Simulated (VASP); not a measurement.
# HfN (Fm-3m) in VASP: settings compared, part 2 of 2

VASP 6.6.1. Earlier steps stand in the parts before.

## (5) Single point, LDA (volume scaled by 1.02)

The input, INCAR:

```
PREC = Accurate ; ENCUT = 520
EDIFF = 1E-7 ; ISMEAR = 0
SIGMA = 0.05 ; LREAL = F
LASPH = T ; NELM = 60
ALGO = Normal ; ISIF = 2
LWAVE = F ; LCHARG = F
GGA = CA ; NBANDS = 14
```

The input, KPOINTS:

```
Automatic mesh
0
Gamma
  10 10 10
```

The input, POSCAR:

```
HfN
1.0
    0.0000000000      2.2487029924      2.2487029924
    2.2487029924      0.0000000000      2.2487029924
    2.2487029924      2.2487029924      0.0000000000
Hf N
1 1
Direct
    0.5000000000      0.5000000000      0.5000000000
    0.0000000000      0.0000000000      0.0000000000
```

Potentials or basis: VASP PAW LDA potentials, release 64 (Hf_pv, N).

The run is started by

```bash
$ cat potpaw_LDA.64/Hf_pv/POTCAR potpaw_LDA.64/N/POTCAR > POTCAR
$ mpirun -np 1 vasp_std > vasp.out
```

OUTCAR:

```text
PREC = Accurate
   ENCUT = 520
   EDIFF = 1E-7
   ISMEAR = 0
   LREAL = F
   LASPH = T
   NELM = 60
   ISIF = 2
   GGA = CA

 ion  position               nearest neighbor table
   1  0.500  0.500  0.500-   2 2.25   2 2.25   2 2.25   2 2.25   2 2.25   2 2.25
   2  0.000  0.000  0.000-   1 2.25   1 2.25   1 2.25   1 2.25   1 2.25   1 2.25

  LATTYP: Found a face centered cubic cell.
 ALAT       =     4.4974059848

  Lattice vectors:

 A1 = (   0.0000000000,   2.2487029924,   2.2487029924)
 A2 = (   2.2487029924,   0.0000000000,   2.2487029924)
 A3 = (   2.2487029924,   2.2487029924,   0.0000000000)

Analysis of symmetry for initial positions (statically):
=====================================================================
 Subroutine PRICEL returns:
 Original cell was already a primitive cell.

 Routine SETGRP: Setting up the symmetry group for a
 face centered cubic supercell.

 Subroutine GETGRP returns: Found 48 space group operations
 (whereof 48 operations were pure point group operations)
 out of a pool of 48 trial point group operations.

The static configuration has the point symmetry O_h .

Analysis of symmetry for dynamics (positions and initial velocities):
=====================================================================
 Subroutine PRICEL returns:
 Original cell was already a primitive cell.

 Routine SETGRP: Setting up the symmetry group for a
 face centered cubic supercell.

 Subroutine GETGRP returns: Found 48 space group operations
 (whereof 48 operations were pure point group operations)
 out of a pool of 48 trial point group operations.

The dynamic configuration has the point symmetry O_h .

 Subroutine INISYM returns: Found 48 space group operations
 (whereof 48 operations are pure point group operations),
 and found     1 'primitive' translations

----------------------------------------------------------------------------------------

                                     Primitive cell

  volume of cell :      22.7419

  direct lattice vectors                    reciprocal lattice vectors
     0.000000000  2.248702992  2.248702992    -0.222350396  0.222350396  0.222350396
     2.248702992  0.000000000  2.248702992     0.222350396 -0.222350396  0.222350396
     2.248702992  2.248702992  0.000000000     0.222350396  0.222350396 -0.222350396

  length of vectors
     3.180146270  3.180146270  3.180146270     0.385122182  0.385122182  0.385122182

  position of ions in fractional coordinates (direct lattice)
     0.500000000  0.500000000  0.500000000
     0.000000000  0.000000000  0.000000000

  ion indices of the primitive-cell ions
   primitive index   ion index
                 1           1
                 2           2

----------------------------------------------------------------------------------------

 KPOINTS: Automatic mesh

Automatic generation of k-mesh.
 Grid dimensions read from file:
 generate k-points for:   10   10   10

 Generating k-lattice:

  Cartesian coordinates                     Fractional coordinates (reciprocal lattice)
    -0.022235040  0.022235040  0.022235040     0.100000000  0.000000000  0.000000000
     0.022235040 -0.022235040  0.022235040     0.000000000  0.100000000  0.000000000
     0.022235040  0.022235040 -0.022235040     0.000000000  0.000000000  0.100000000

  Length of vectors
     0.038512218  0.038512218  0.038512218

  Shift w.r.t. Gamma in fractional coordinates (k-lattice)
     0.000000000  0.000000000  0.000000000

 Subroutine IBZKPT returns following result:
 ===========================================

 Found     47 irreducible k-points:

 Following reciprocal coordinates:
            Coordinates               Weight
  0.000000  0.000000  0.000000      1.000000
  0.100000  0.000000  0.000000      8.000000
  0.200000  0.000000  0.000000      8.000000
  0.300000  0.000000  0.000000      8.000000
  0.400000  0.000000  0.000000      8.000000
  0.500000  0.000000  0.000000      4.000000
[... 16 lines left out ...]
  0.300000  0.300000  0.000000      6.000000
  0.400000  0.300000  0.000000     24.000000
 [... further k-points ...]
   k-points           NKPTS =     47   k-points in BZ     NKDIM =     47   number of bands    NBANDS=     14
   number of dos      NEDOS =    301   number of ions     NIONS =      2
   total plane-waves  NPLWV =  13824
   dimension x,y,z NGX =    24 NGY =   24 NGZ =   24
   dimension x,y,z NGXF=    48 NGYF=   48 NGZF=   48
   ions per type =               1   1
   NGX,Y,Z   is equivalent  to a cutoff of  12.55, 12.55, 12.55 a.u.
   NGXF,Y,Z  is equivalent  to a cutoff of  25.09, 25.09, 25.09 a.u.
 SYSTEM =  unknown system
   PREC   = accura    normal or accurate (medium, high low for compatibility)
   ISTART =      0    job   : 0-new  1-cont  2-samecut
   ICHARG =      2    charge: 1-file 2-atom 10-const
   ISPIN  =      1    spin polarized calculation?
   LNONCOLLINEAR =      F non collinear calculations
   LSORBIT =      F    spin-orbit coupling
   LASPH  =      T    aspherical Exc in radial PAW
   ENCUT  =  520.0 eV  38.22 Ry    6.18 a.u.   5.91  5.91  5.91*2*pi/ulx,y,z
   NELM   =     60;   NELMIN=  2; NELMDL= -5     # of ELM steps
   EDIFF  = 0.1E-06   stopping-criterion for ELM
   LREAL  =      F    real-space projection
   EDIFFG = 0.1E-05   stopping-criterion for IOM
   NSW    =      0    number of steps for IOM
   IBRION =     -1    ionic relax: 0-MD 1-quasi-New 2-CG
   NFREE  =      0    steps in history (QN), initial steepest desc. (CG)
   ISIF   =      2    stress and relaxation
   ISYM   =      2    0-nonsym 1-usesym 2-fastsym
   POTIM  = 0.5000    time-step for ionic-motion
   TEBEG  =    0.0;   TEEND  =   0.0 temperature during run
   PSTRESS=    0.0 pullay stress
   NELECT =      15.0000    total number of electrons
   NUPDOWN=      -1.0000    fix difference up-down
   EMIN   =  10.00;   EMAX   =-10.00  energy-range for DOS
   EFERMI =   0.00;   METHOD = LEGACY
   ISMEAR =     0;   SIGMA  =   0.05  broadening in eV -4-tet -1-fermi 0-gaus
   EFERMI_NEDOS =   21; number of points for ismear=-14 and -15
   IALGO  =     38    algorithm
   IMIX   =      4    mixing-type and parameters
     AMIX     =   0.40;   BMIX     =  1.00
     AMIX_MAG =   1.60;   BMIX_MAG =  1.00
  volume/ion in A,a.u.               =      11.37        76.73
  Fermi-wavevector in a.u.,A,eV,Ry     =   1.425049  2.692952 27.630233  2.030765
  Thomas-Fermi vector in A             =   2.545475
   LORBIT       =      0    0 simple, 1 ext, 2 COOP (PROOUT), +10 PAW based schemes
   GGA     = CA    functional components
   LHFCALC =     F    Hartree Fock is set to
   AEXX    =    0.0000 exact exchange contribution
   IVDW    =     0    specifies the selected vdW correction
   LEPSILON=     F    determine dielectric tensor
   LRPA    =     F    only Hartree local field effects (RPA)
 non-spin polarized calculation
 Gauss-broadening in eV      SIGMA  =   0.05
  energy-cutoff  :      520.00
  volume of cell :       22.74
 maximum number of plane-waves:       622
   NGX = 11   NGY = 11   NGZ = 11

 number of electron      14.9999998 magnetization

 Free energy of the ion-electron system (eV)
  ---------------------------------------------------
  ext. energy  EPLUGINS =         0.00000000
  ---------------------------------------------------
  free energy    TOTEN  =       -23.85196538 eV

  energy without entropy =      -23.85072788  energy(sigma->0) =      -23.85134663

 E-fermi :   8.3446     XC(G=0): -13.0503

 val. band max:        8.3144493653   @ k =  -0.4000   0.3000   0.0000
 cond. band min:       8.3594794088   @ k =  -0.1000   0.1000   0.0000
 fundamental gap:      0.0450300435
 Fermi energy:         8.3446214785

 k-point     1 :       0.0000    0.0000    0.0000
  band No.  band energies     occupation
      1     -22.5571      2.00000
      2     -22.5571      2.00000
      3     -22.5571      2.00000
      4      -8.9995      2.00000
      5       5.3461      2.00000
      6       5.3461      2.00000
      7       5.3461      2.00000
      8       7.9225      2.00000
      9       7.9225      2.00000
     10       7.9225      2.00000
     11      10.2629      0.00000
     12      10.2629      0.00000
     13      10.4380      0.00000
     14      18.0030      0.00000
[... 375 lines left out ...]
 k-point    24 :       0.4000    0.3000    0.0000
  band No.  band energies     occupation
      1     -23.2829      2.00000
      2     -22.8414      2.00000
      3     -22.8101      2.00000
      4      -7.5475      2.00000
      5       1.7585      2.00000
      6       3.7303      2.00000
      7       4.2357      2.00000
      8       5.8185      2.00000
      9      12.4284      0.00000
     10      12.9913      0.00000
     11      13.1212      0.00000
     12      13.3123      0.00000
     13      17.6207      0.00000
     14      19.6250      0.00000

 [... further k-points ...]
[... 5 lines left out ...]
  --------------------------------------------------------------------------------------
  -------------------------------------------------------------------------------------
  Total       -0.9797573     -0.9797573     -0.9797573      0.0000000      0.0000000     -0.0000000
  in kB      -69.0244275    -69.0244275    -69.0244275      0.0000000      0.0000000     -0.0000000
  external PRESSURE =     -69.0244275 kB  Pullay stress =       0.0000000 kB

 VOLUME and BASIS-vectors are now :
 -----------------------------------------------------------------------------
  energy-cutoff  :      520.00
  volume of cell :       22.74
      direct lattice vectors                 reciprocal lattice vectors
     0.000000000  2.248702992  2.248702992    -0.222350396  0.222350396  0.222350396
     2.248702992  0.000000000  2.248702992     0.222350396 -0.222350396  0.222350396
     2.248702992  2.248702992  0.000000000     0.222350396  0.222350396 -0.222350396

 POSITION                                       TOTAL-FORCE (eV/Angst)
 -----------------------------------------------------------------------------------
      2.24870      2.24870      2.24870         0.000000      0.000000      0.000000
      0.00000      0.00000      0.00000         0.000000      0.000000      0.000000
 -----------------------------------------------------------------------------------
    total drift:                                0.000000     -0.000000     -0.000000

  FREE ENERGIE OF THE ION-ELECTRON SYSTEM (eV)
  ---------------------------------------------------
  free  energy   TOTEN  =       -23.8519653833 eV

  energy  without entropy=      -23.8507278772  energy(sigma->0) =      -23.85134663
```

OSZICAR:

```text
N       E                     dE             d eps       ncg     rms          rms(c)
DAV:   1     0.299248702712E+02    0.29925E+02   -0.79657E+03  1316   0.103E+03
DAV:   2    -0.253220478345E+02   -0.55247E+02   -0.51122E+02  1688   0.223E+02
DAV:   3    -0.268348685542E+02   -0.15128E+01   -0.15089E+01  1538   0.286E+01
DAV:   4    -0.268398690388E+02   -0.50005E-02   -0.49998E-02  1598   0.195E+00
DAV:   5    -0.268399051204E+02   -0.36082E-04   -0.36082E-04  1508   0.141E-01    0.516E+01
DAV:   6    -0.240080166491E+02    0.28319E+01   -0.84420E+00  1412   0.220E+01    0.442E+01
DAV:   7    -0.238902810288E+02    0.11774E+00   -0.47681E-01  1658   0.521E+00    0.274E+01
DAV:   8    -0.238571248411E+02    0.33156E-01   -0.12450E-01  1628   0.287E+00    0.523E+00
DAV:   9    -0.238520993315E+02    0.50255E-02   -0.12954E-02  1550   0.913E-01    0.188E+00
DAV:  10    -0.238519894440E+02    0.10989E-03   -0.80637E-04  1664   0.247E-01    0.323E-01
DAV:  11    -0.238519659987E+02    0.23445E-04   -0.59676E-05  1484   0.706E-02    0.549E-02
DAV:  12    -0.238519653860E+02    0.61277E-06   -0.59105E-06  1738   0.205E-02    0.546E-03
DAV:  13    -0.238519653833E+02    0.26439E-08   -0.70473E-08   990   0.261E-03
   1 F= -.23851965E+02 E0= -.23851347E+02  d E =-.123751E-02
```

It took 11 s on 1 thread of Intel Xeon 6975P-C, shared host; peak memory 0.14 GiB.

What came out:

| Item | Value |
| --- | --- |
| Free energy | -23.8520 eV |
| Pressure | -6.9 GPa |

Caveat: spin-orbit coupling is left out, which moves the levels of the heavy elements.

## (6) The runs side by side

```tsv
level	potentials or basis	cell	gap on the mesh (eV)	pressure (GPa)
PBEsol+D3(BJ)	VASP PAW PBE potentials, release 64 (Hf_pv, N)	a = 3.120 Å, angles 60.0°, 2 atoms	none	11.1
LDA	VASP PAW LDA potentials, release 64 (Hf_pv, N)	a = 3.159 Å, angles 60.0°, 2 atoms	none	-1.2
LDA	VASP PAW LDA potentials, release 64 (Hf_pv, N)	a = 3.138 Å, angles 60.0°, 2 atoms	none	5.2
LDA	VASP PAW LDA potentials, release 64 (Hf_pv, N)	a = 3.180 Å, angles 60.0°, 2 atoms	none	-6.9
```

Alike in all rows: task single point; no spin polarisation; k mesh 10 × 10 × 10; cutoff (eV) 520; smearing gaussian 0.05 eV.

Caveats: spin-orbit coupling is left out, which moves the levels of the heavy elements; the PAW data sets were made with another functional, which shifts forces and pressure a little (some runs); pairwise dispersion overbinds metals, which lowers pressure and volume (some runs).

Absolute energies hang on the potentials; compare differences alone.
